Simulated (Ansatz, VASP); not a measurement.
# Si in VASP and in Ansatz

```
Si
1.0
     0.00000    2.73500    2.73500
     2.73500    0.00000    2.73500
     2.73500    2.73500    0.00000
Si
2
Direct
  0.00000 0.00000 0.00000
  0.25000 0.25000 0.25000
```

Alike in both runs: task single point; functional HSE06; k mesh 2 × 2 × 2; occupations fermi-dirac, width 0.02 eV; no spin polarisation.

|  | VASP | Ansatz |
| --- | --- | --- |
| version | VASP 6.6.1 | Ansatz 0.2.0 development build |
| potentials or method | VASP PAW PBE potentials, release 64 (Si) | plane waves, PAW datasets (generated soft set 1) |
| plane-wave cutoff (eV) | 400 | 420 |
| valence electrons in the cell | 8 | 8 |

|  | VASP | Ansatz | Ansatz less VASP |
| --- | --- | --- | --- |
| gap on the k mesh at the Fermi level (eV) | 1.66 | 1.57 | -0.086 |

Ansatz's warnings: stress scf threshold loose.

The k mesh is coarse, so the values compare programs but aren't converged.
